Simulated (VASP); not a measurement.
# Sn (Fd-3m) in VASP: a series of runs

The runs below take Sn through single point, with LDA, PBEsol.

Everything below comes from runs of VASP 6.6.1. Logs are shortened: lines on timing, memory, paths and dates and some standing lists are left out, and cuts for length are marked.

**1. The cell of the first run**

Symmetry: Fd-3m, No. 227, cubic system. The conventional cell has a = 6.476 Å, b = 6.476 Å, c = 6.476 Å, α = 90.00°, β = 90.00°, γ = 90.00°. Sn (site symmetry -43m) has 4 Sn at 2.80 Å within 3.7 Å.

**2. Single point, LDA**

File INCAR:

```
SYSTEM = Sn
ALGO = Normal
EDIFF = 1E-6
ENCUT = 520
ISIF = 2
ISMEAR = -1
LASPH = .TRUE.
LCHARG = .FALSE.
LREAL = .FALSE.
LWAVE = .FALSE.
NBANDS = 21
NELM = 80
PREC = Accurate
SIGMA = 0.02
```

File KPOINTS:

```
k-points
0
G
  6 6 6
  0 0 0
```

File POSCAR:

```
Sn
1.0
    0.0000000000      3.2382089749      3.2382089749
    3.2382089749      0.0000000000      3.2382089749
    3.2382089749      3.2382089749      0.0000000000
Sn
2
Direct
    0.0000000000      0.0000000000      0.0000000000
    0.2500000000      0.2500000000      0.2500000000
```

Potentials or basis: VASP PAW LDA potentials, release 64 (Sn_d).

Started as:

```
cat potpaw_LDA.64/Sn_d/POTCAR > POTCAR
mpirun -np 1 vasp_std > vasp.out
```

OUTCAR:

```text
SYSTEM = Sn
   EDIFF = 1E-6
   ENCUT = 520
   ISIF = 2
   ISMEAR = -1
   LASPH = .TRUE.
   LREAL = .FALSE.
   NELM = 80
   PREC = Accurate

 ion  position               nearest neighbor table
   1  0.000  0.000  0.000-   2 2.80   2 2.80   2 2.80   2 2.80
   2  0.250  0.250  0.250-   1 2.80   1 2.80   1 2.80   1 2.80

  LATTYP: Found a face centered cubic cell.
 ALAT       =     6.4764179498

  Lattice vectors:

 A1 = (   0.0000000000,   3.2382089749,   3.2382089749)
 A2 = (   3.2382089749,   0.0000000000,   3.2382089749)
 A3 = (   3.2382089749,   3.2382089749,   0.0000000000)

Analysis of symmetry for initial positions (statically):
=====================================================================
 Subroutine PRICEL returns:
 Original cell was already a primitive cell.

 Routine SETGRP: Setting up the symmetry group for a
 face centered cubic supercell.

 Subroutine GETGRP returns: Found 48 space group operations
 (whereof 24 operations were pure point group operations)
 out of a pool of 48 trial point group operations.

The static configuration has the point symmetry T_d .
 The point group associated with its full space group is O_h .

Analysis of symmetry for dynamics (positions and initial velocities):
=====================================================================
 Subroutine PRICEL returns:
 Original cell was already a primitive cell.

 Routine SETGRP: Setting up the symmetry group for a
 face centered cubic supercell.

 Subroutine GETGRP returns: Found 48 space group operations
 (whereof 24 operations were pure point group operations)
 out of a pool of 48 trial point group operations.

The dynamic configuration has the point symmetry T_d .
 The point group associated with its full space group is O_h .

 Subroutine INISYM returns: Found 48 space group operations
 (whereof 24 operations are pure point group operations),
 and found     1 'primitive' translations

----------------------------------------------------------------------------------------

                                     Primitive cell

  volume of cell :      67.9117

  direct lattice vectors                    reciprocal lattice vectors
     0.000000000  3.238208975  3.238208975    -0.154406341  0.154406341  0.154406341
     3.238208975  0.000000000  3.238208975     0.154406341 -0.154406341  0.154406341
     3.238208975  3.238208975  0.000000000     0.154406341  0.154406341 -0.154406341

  length of vectors
     4.579519050  4.579519050  4.579519050     0.267439628  0.267439628  0.267439628

  position of ions in fractional coordinates (direct lattice)
     0.000000000  0.000000000  0.000000000
     0.250000000  0.250000000  0.250000000

  ion indices of the primitive-cell ions
   primitive index   ion index
                 1           1
                 2           2

----------------------------------------------------------------------------------------

 KPOINTS: k-points

Automatic generation of k-mesh.
 Grid dimensions read from file:
 generate k-points for:    6    6    6

 Generating k-lattice:

  Cartesian coordinates                     Fractional coordinates (reciprocal lattice)
    -0.025734390  0.025734390  0.025734390     0.166666667  0.000000000  0.000000000
     0.025734390 -0.025734390  0.025734390     0.000000000  0.166666667  0.000000000
     0.025734390  0.025734390 -0.025734390     0.000000000  0.000000000  0.166666667

  Length of vectors
     0.044573271  0.044573271  0.044573271

  Shift w.r.t. Gamma in fractional coordinates (k-lattice)
     0.000000000  0.000000000  0.000000000

 Subroutine IBZKPT returns following result:
 ===========================================

 Found     16 irreducible k-points:

 Following reciprocal coordinates:
            Coordinates               Weight
  0.000000  0.000000  0.000000      1.000000
  0.166667  0.000000  0.000000      8.000000
  0.333333  0.000000  0.000000      8.000000
  0.500000  0.000000  0.000000      4.000000
  0.166667  0.166667  0.000000      6.000000
  0.333333  0.166667  0.000000     24.000000
[... 8 lines left out ...]
 -0.333333  0.333333  0.166667     24.000000
 -0.333333  0.500000  0.166667     12.000000
   k-points           NKPTS =     16   k-points in BZ     NKDIM =     16   number of bands    NBANDS=     21
   number of dos      NEDOS =    301   number of ions     NIONS =      2
   total plane-waves  NPLWV =  46656
   dimension x,y,z NGX =    36 NGY =   36 NGZ =   36
   dimension x,y,z NGXF=    72 NGYF=   72 NGZF=   72
   ions per type =               2
   NGX,Y,Z   is equivalent  to a cutoff of  13.07, 13.07, 13.07 a.u.
   NGXF,Y,Z  is equivalent  to a cutoff of  26.14, 26.14, 26.14 a.u.
 SYSTEM =  Sn
   PREC   = accura    normal or accurate (medium, high low for compatibility)
   ISTART =      0    job   : 0-new  1-cont  2-samecut
   ICHARG =      2    charge: 1-file 2-atom 10-const
   ISPIN  =      1    spin polarized calculation?
   LNONCOLLINEAR =      F non collinear calculations
   LSORBIT =      F    spin-orbit coupling
   LASPH  =      T    aspherical Exc in radial PAW
   ENCUT  =  520.0 eV  38.22 Ry    6.18 a.u.   8.51  8.51  8.51*2*pi/ulx,y,z
   NELM   =     80;   NELMIN=  2; NELMDL= -5     # of ELM steps
   EDIFF  = 0.1E-05   stopping-criterion for ELM
   LREAL  =      F    real-space projection
   EDIFFG = 0.1E-04   stopping-criterion for IOM
   NSW    =      0    number of steps for IOM
   IBRION =     -1    ionic relax: 0-MD 1-quasi-New 2-CG
   NFREE  =      0    steps in history (QN), initial steepest desc. (CG)
   ISIF   =      2    stress and relaxation
   ISYM   =      2    0-nonsym 1-usesym 2-fastsym
   POTIM  = 0.5000    time-step for ionic-motion
   TEBEG  =    0.0;   TEEND  =   0.0 temperature during run
   PSTRESS=    0.0 pullay stress
   NELECT =      28.0000    total number of electrons
   NUPDOWN=      -1.0000    fix difference up-down
   EMIN   =  10.00;   EMAX   =-10.00  energy-range for DOS
   EFERMI =   0.00;   METHOD = LEGACY
   ISMEAR =    -1;   SIGMA  =   0.02  broadening in eV -4-tet -1-fermi 0-gaus
   EFERMI_NEDOS =   21; number of points for ismear=-14 and -15
   IALGO  =     38    algorithm
   IMIX   =      4    mixing-type and parameters
     AMIX     =   0.40;   BMIX     =  1.00
     AMIX_MAG =   1.60;   BMIX_MAG =  1.00
  volume/ion in A,a.u.               =      33.96       229.15
  Fermi-wavevector in a.u.,A,eV,Ry     =   1.218464  2.302563 20.199945  1.484654
  Thomas-Fermi vector in A             =   2.353749
   LORBIT       =      0    0 simple, 1 ext, 2 COOP (PROOUT), +10 PAW based schemes
   GGA     = CA    functional components
   LHFCALC =     F    Hartree Fock is set to
   AEXX    =    0.0000 exact exchange contribution
   IVDW    =     0    specifies the selected vdW correction
   LEPSILON=     F    determine dielectric tensor
   LRPA    =     F    only Hartree local field effects (RPA)
 non-spin polarized calculation
  energy-cutoff  :      520.00
  volume of cell :       67.91
 maximum number of plane-waves:      1853
 NGX is ok and might be reduce to    36
   NGX = 17   NGY = 17   NGZ = 17

 number of electron      28.0000006 magnetization

 Free energy of the ion-electron system (eV)
  ---------------------------------------------------
  ext. energy  EPLUGINS =         0.00000000
  ---------------------------------------------------
  free energy    TOTEN  =        -8.90660583 eV

  energy without entropy =       -8.90608917  energy(sigma->0) =       -8.90634750

 E-fermi :   5.3472     XC(G=0):  -9.2171

 val. band max:        5.0767112123   @ k =   0.1667   0.0000   0.0000
 cond. band min:       5.3471860727   @ k =   0.5000   0.0000   0.0000
 fundamental gap:      0.2704748604
 Fermi energy:         5.3471515338

 k-point     1 :       0.0000    0.0000    0.0000
  band No.  band energies     occupation
      1     -16.1851      2.00000
      2     -16.1851      2.00000
      3     -16.1851      2.00000
      4     -16.1229      2.00000
      5     -16.1229      2.00000
      6     -15.8056      2.00000
[... 13 lines left out ...]
     20      13.4894      0.00000
     21      13.4895      0.00000

 k-point     2 :       0.1667    0.0000    0.0000
  band No.  band energies     occupation
      1     -16.2017      2.00000
      2     -16.2017      2.00000
      3     -16.1785      2.00000
      4     -16.0987      2.00000
      5     -16.0987      2.00000
      6     -15.8359      2.00000
[... 13 lines left out ...]
     20      12.3674      0.00000
     21      12.3674      0.00000

 k-point     3 :       0.3333    0.0000    0.0000
  band No.  band energies     occupation
      1     -16.2178      2.00000
      2     -16.2178      2.00000
      3     -16.1648      2.00000
      4     -16.0698      2.00000
      5     -16.0698      2.00000
      6     -15.8597      2.00000
[... 13 lines left out ...]
     20      12.7855      0.00000
     21      12.7855      0.00000

 k-point     4 :       0.5000    0.0000    0.0000
  band No.  band energies     occupation
      1     -16.2223      2.00000
      2     -16.2223      2.00000
      3     -16.1576      2.00000
      4     -16.0607      2.00000
      5     -16.0607      2.00000
      6     -15.8661      2.00000
[... 13 lines left out ...]
     20      14.2225      0.00000
     21      14.2789      0.00000

 k-point     5 :       0.1667    0.1667    0.0000
  band No.  band energies     occupation
      1     -16.1999      2.00000
      2     -16.1999      2.00000
      3     -16.1941      2.00000
      4     -16.1005      2.00000
      5     -16.0709      2.00000
      6     -15.8844      2.00000
[... 13 lines left out ...]
     20      11.9133      0.00000
     21      13.7967      0.00000
[... 190 lines left out ...]
     20      14.6692      0.00000
     21      15.8823      0.00000

 k-point    14 :       0.5000    0.3333    0.1667
  band No.  band energies     occupation
      1     -16.2441      2.00000
      2     -16.2383      2.00000
      3     -16.1237      2.00000
      4     -16.0401      2.00000
      5     -15.9920      2.00000
      6     -15.9641      2.00000
[... 13 lines left out ...]
     20      13.4496      0.00000
     21      15.1845      0.00000

 k-point    15 :      -0.3333    0.3333    0.1667
  band No.  band energies     occupation
      1     -16.2582      2.00000
      2     -16.2432      2.00000
      3     -16.0901      2.00000
      4     -16.0130      2.00000
      5     -15.9822      2.00000
      6     -15.9691      2.00000
[... 13 lines left out ...]
     20      14.7666      0.00000
     21      15.0891      0.00000

 k-point    16 :      -0.3333    0.5000    0.1667
  band No.  band energies     occupation
      1     -16.2519      2.00000
      2     -16.2519      2.00000
      3     -16.0578      2.00000
      4     -16.0578      2.00000
      5     -15.9615      2.00000
      6     -15.9615      2.00000
[... 13 lines left out ...]
     20      14.4698      0.00000
     21      15.6848      0.00000

------------------------ aborting loop because EDIFF is reached ----------------------------------------

  FORCE on cell =-STRESS in cart. coord.  units (eV):
  Direction    XX          YY          ZZ          XY          YZ          ZX
  --------------------------------------------------------------------------------------
  -------------------------------------------------------------------------------------
  Total        0.0121535      0.0121535      0.0121535     -0.0000000     -0.0000000      0.0000000
  in kB        0.2867273      0.2867273      0.2867273     -0.0000000     -0.0000000      0.0000000
  external PRESSURE =       0.2867273 kB  Pullay stress =       0.0000000 kB

 VOLUME and BASIS-vectors are now :
 -----------------------------------------------------------------------------
  energy-cutoff  :      520.00
  volume of cell :       67.91
      direct lattice vectors                 reciprocal lattice vectors
     0.000000000  3.238208975  3.238208975    -0.154406341  0.154406341  0.154406341
     3.238208975  0.000000000  3.238208975     0.154406341 -0.154406341  0.154406341
     3.238208975  3.238208975  0.000000000     0.154406341  0.154406341 -0.154406341

 POSITION                                       TOTAL-FORCE (eV/Angst)
 -----------------------------------------------------------------------------------
      0.00000      0.00000      0.00000         0.000000      0.000000      0.000000
      1.61910      1.61910      1.61910        -0.000000     -0.000000     -0.000000
 -----------------------------------------------------------------------------------
    total drift:                                0.000000      0.000000      0.000000

  FREE ENERGIE OF THE ION-ELECTRON SYSTEM (eV)
  ---------------------------------------------------
  free  energy   TOTEN  =        -8.9066058258 eV

  energy  without entropy=       -8.9060891712  energy(sigma->0) =       -8.90634750
```

Run time: 11 s. Hardware: 1 thread of AMD EPYC 9R45 (Zen 5), shared host; peak memory 0.14 GiB.

What came out:

- Free energy: -8.9066 eV
- Pressure: 0.0 GPa
- Band gap on the k mesh: zero (band 14 reaches 5.52 eV, above the bottom of band 15 at 5.35 eV)

Levels at points of the mesh, in eV from the Fermi level:
```csv
k point,band 11,band 12,band 13,band 14,band 15,band 16,band 17,band 18
"(0.00, 0.00, 0.00)",-10.60,-0.66,0.18,0.18,0.18,2.24,2.24,2.24
"(0.50, 0.00, 0.00)",-8.96,-6.27,-1.04,-1.04,0.00,3.31,3.31,5.61
"(0.50, 0.50, 0.00)",-7.49,-7.49,-2.39,-2.39,0.84,0.84,7.78,7.78
```

Caveat: spin-orbit coupling is left out, which moves the levels of the heavy elements.

**3. Single point, PBEsol**

This run uses another cell than the first one, of 35.01 Å³/atom, 1.031 times its volume.

File INCAR:

```
ALGO = Normal ; EDIFF = 1E-6
ENCUT = 520 ; GGA = PS
ISIF = 2 ; ISMEAR = -1
LASPH = True ; LCHARG = False
LREAL = False ; LWAVE = False
NBANDS = 21 ; NELM = 80
PREC = Accurate ; SIGMA = 0.02
```

File KPOINTS:

```
k-points
0
Gamma
  6 6 6
```

File POSCAR:

```
Sn
1.0
    0.0000000000      3.2714514006      3.2714514006
    3.2714514006      0.0000000000      3.2714514006
    3.2714514006      3.2714514006      0.0000000000
Sn
2
Direct
    0.0000000000      0.0000000000      0.0000000000
    0.2500000000      0.2500000000      0.2500000000
```

Potentials or basis: VASP PAW PBE potentials, release 64 (Sn_d).

Started as:

```
cat potpaw_PBE.64/Sn_d/POTCAR > POTCAR
mpirun -np 1 vasp_std > vasp.out
```

Run time: 14 s. Hardware: 1 thread of AMD EPYC 9R45 (Zen 5), shared host; peak memory 0.17 GiB.

Results (log left out):

| Quantity | Value |
| --- | --- |
| Free energy | -8.4306 eV |
| Pressure | -0.1 GPa |
| Band gap on the k mesh | zero (band 14 reaches 5.33 eV, above the bottom of band 15 at 5.13 eV) |

Levels at points of the mesh, in eV from the Fermi level:
```
           k point  band 12  band 13  band 14  band 15  band 16  band 17
(0.00, 0.00, 0.00)    -0.75     0.20     0.20     0.20     2.25     2.25
(0.50, 0.00, 0.00)    -6.12    -0.97    -0.97     0.00     3.31     3.31
(0.50, 0.50, 0.00)    -7.34    -2.28    -2.28     0.89     0.89     7.66
```

Caveat: the PAW data sets were made with another functional, which shifts forces and pressure a little; spin-orbit coupling is left out, which moves the levels of the heavy elements.
